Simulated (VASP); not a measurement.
A run of VASP 6.6.1 is set up as follows.

Contents of INCAR:

```
ALGO = Normal
EDIFF = 1E-6
ENCUT = 520
GGA = PE
ISIF = 2
ISMEAR = 0
ISPIN = 2
KPAR = 4
LASPH = T
LCHARG = T
LMAXMIX = 4
LORBIT = 11
LREAL = F
LVHAR = T
LWAVE = F
MAGMOM = 2.05 2.05 1.96 1.96 1.96 1.96
NBANDS = 40
NELM = 150
PREC = Accurate
SIGMA = 0.15
```

KPOINTS

```
k-points
0
Gamma
  12 12 12
```

The input POSCAR:

```
Co
1.0
    0.0000000000      3.2986447163      3.0446490731
    3.2986447163      0.0000000000      3.0446490731
    3.2986447163      3.2986447163      0.0000000000
Co
6
Direct
    0.2500000000      0.2500000000      0.2500000000
    0.0000000000      0.0000000000      0.0000000000
    0.6250000000      0.6250000000      0.1250000000
    0.6250000000      0.1250000000      0.6250000000
    0.1250000000      0.6250000000      0.6250000000
    0.6250000000      0.6250000000      0.6250000000
```

Potentials or basis: VASP PAW PBE potentials, release 64 (Co).

Run with:

```bash
$ cat potpaw_PBE.64/Co/POTCAR > POTCAR
$ mpirun -np 4 vasp_std > vasp.out
```

(1) What does it give for the net moment?

(2) Estimate the site moments.

(3) What does it give for the pressure?

Results:

(1) 10.11 μB per cell.

(2) Co +1.76, +1.67 (each value once) μB.

(3) 8.3 GPa.

Caveat: the stress differs along the axes, from 4 to 17 GPa.
